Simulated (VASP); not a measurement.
The system is C.

```
C
1.0
     3.87531    0.00000    0.00000
    -1.93766    3.35612    0.00000
     0.00000    0.00000    2.45908
C
6
Direct
  0.31277 0.00000 0.50000
  0.00000 0.31277 0.83333
  0.68723 0.68723 0.16667
  0.68723 0.00000 0.50000
  0.00000 0.68723 0.83333
  0.31277 0.31277 0.16667
```

| Property | Result |
| --- | --- |
| Program | VASP 6.6.1 |
| Task | relaxation of cell and atoms |
| Functional | PBE |
| Potentials or basis | VASP PAW PBE potentials, release 64 (C) |
| Cutoff | 600 eV |
| k mesh | 6 × 6 × 8 |
| Occupations | gaussian, width 0.1 eV |
| Spin | no spin polarisation |

At the start: pressure 59.7 GPa; volume 5.33 Å³/atom.

**Question.** How do energy, volume and symmetry change on relaxing?

**Answer.** Over 9 steps the energy falls by 137.3 meV/atom and the volume is 5.99 Å³/atom (+12.4 %); space group P6_422 (No. 181, to 0.05 Å).

The path:
```tsv
step	energy change (eV)	largest force (eV/Å)	pressure (GPa)	volume (Å³)
1	0.0000	1.2842	59.69	31.98
2	0.2007	0.9993	-40.56	42.06
3	-0.8108	0.3127	-0.81	36.24
4	-0.8117	0.2889	0.46	36.11
5	-0.8116	0.2721	1.36	36.03
6	-0.8041	0.5316	-3.48	36.27
7	-0.8202	0.0860	-0.79	36.13
8	-0.8233	0.0386	-0.22	36.03
9	-0.8239	0.0136	0.21	35.96
```

Final structure:
```
C
1.0
     4.07479    0.00000    0.00000
    -2.03739    3.52887    0.00000
     0.00000    0.00000    2.50112
C
6
Direct
  0.32008 0.00000 0.50000
  0.00000 0.32008 0.83333
  0.67992 0.67992 0.16667
  0.67992 0.00000 0.50000
  0.00000 0.67992 0.83333
  0.32008 0.32008 0.16667
```
